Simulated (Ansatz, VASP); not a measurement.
**One calculation of SnSe2, two programs**

Contents of INCAR:

```
  PREC = Accurate
  ENCUT = 500
  EDIFF = 1E-6
  ISMEAR = 0
  SIGMA = 0.03
  LREAL = F
  LASPH = T
  NELM = 120
  ALGO = Normal
  ISIF = 2
  LWAVE = F
  LCHARG = T
  GGA = PE
  IVDW = 12
  LELF = T
  LVHAR = T
  NBANDS = 20
  GGA_COMPAT = F
```

The input KPOINTS:

```
Automatic mesh
0
Gamma
  12 12 6
```

POSCAR

```
SnSe2
1.0
    3.6960000000      0.0000000000      0.0000000000
   -1.8480000000      3.2008298924      0.0000000000
    0.0000000000      0.0000000000      6.3344000000
Sn Se
1 2
Direct
    0.0000000000      0.0000000000      0.0000000000
    0.3333333333      0.6666666667      0.2651331237
    0.6666666667      0.3333333333      0.7348668763
```

Input for Ansatz:

```yaml
crystal:
  lattice:
    - [3.696, 0.0, 0.0]
    - [-1.848, 3.2008298924, 0.0]
    - [0.0, 0.0, 6.3344]
  atoms:
    - { symbol: Sn, position: [0.0, 0.0, 0.0] }
    - { symbol: Se, position: [0.3333333333, 0.6666666667, 0.2651331237] }
    - { symbol: Se, position: [0.6666666667, 0.3333333333, 0.7348668763] }
basis:
  ecutwfc: 420
kpoints:
  mp_grid: { grid: [12, 12, 6] }
hamiltonian:
  xc: pbe
  dispersion: d3bj
scf:
  occupations: { method: gaussian, width: 0.03 }
output:
  forces: true
  stress: true
  eigenvalues: true
```

Alike in both runs: task single point; functional PBE; dispersion D3(BJ); k mesh 12 × 12 × 6; occupations gaussian, width 0.03 eV; no spin polarisation.

```csv
,VASP,Ansatz
version,VASP 6.6.1,Ansatz 0.2.0
potentials or method,"VASP PAW PBE potentials, release 64 (Sn_d, Se), cutoff 500 eV","scalar-relativistic, plane waves, PAW"
valence electrons in the cell,26,46
```

VASP gave:

```
gap on the k mesh at the Fermi level (eV)                     : 0.19
least direct gap on the mesh (eV)                             : 0.94
pressure (GPa)                                                : 1.7
traceless stress, the component that is largest in VASP (GPa) : -4.60
rms of the force components (eV/Å)                            : 0.166
```

Q: What did Ansatz give for the same quantities?

A: gap on the k mesh at the Fermi level (eV): 0.20; least direct gap on the mesh (eV): 0.94; pressure (GPa): 1.6; traceless stress, the component that is largest in VASP (GPa): -4.62; rms of the force components (eV/Å): 0.174.

Atom by atom the forces differ by 0.007 eV/Å (rms over components). VASP's potentials hold 26 valence electrons a cell and Ansatz's 46, so a difference there can come from the potentials and not from the codes.
